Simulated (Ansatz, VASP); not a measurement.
# Two plane-wave programs on Ru

```
Ru
1.0
     2.62119    0.00000    0.00000
    -1.31059    2.27001    0.00000
     0.00000    0.00000    4.56280
Ru
2
Direct
  0.33333 0.66667 0.25000
  0.66667 0.33333 0.75000
```

Alike in both runs: task single point; functional r2SCAN; k mesh 24 × 24 × 12; occupations gaussian, width 0.15 eV; no spin polarisation.

|  | VASP | Ansatz |
| --- | --- | --- |
| version | VASP 6.6.1 | Ansatz 0.2.0 |
| potentials or method | VASP PAW PBE potentials, release 64 (Ru_pv), cutoff 520 eV | scalar-relativistic, plane waves, PAW |
| valence electrons in the cell | 28 | 32 |

VASP gave:

* gap on the k mesh at the Fermi level (eV): none
* pressure (GPa): 2.0
* traceless stress, the component that is largest in VASP (GPa): -31.35

Task: Which values does Ansatz return?

Result: gap on the k mesh at the Fermi level (eV): none; pressure (GPa): 0.5; traceless stress, the component that is largest in VASP (GPa): -31.18.

VASP's potentials were made for PBE, not for r2SCAN. A gap of «none» marks a metal or a gap that the smearing closes. VASP's potentials hold 28 valence electrons a cell and Ansatz's 32, so a difference there can come from the potentials and not from the codes.
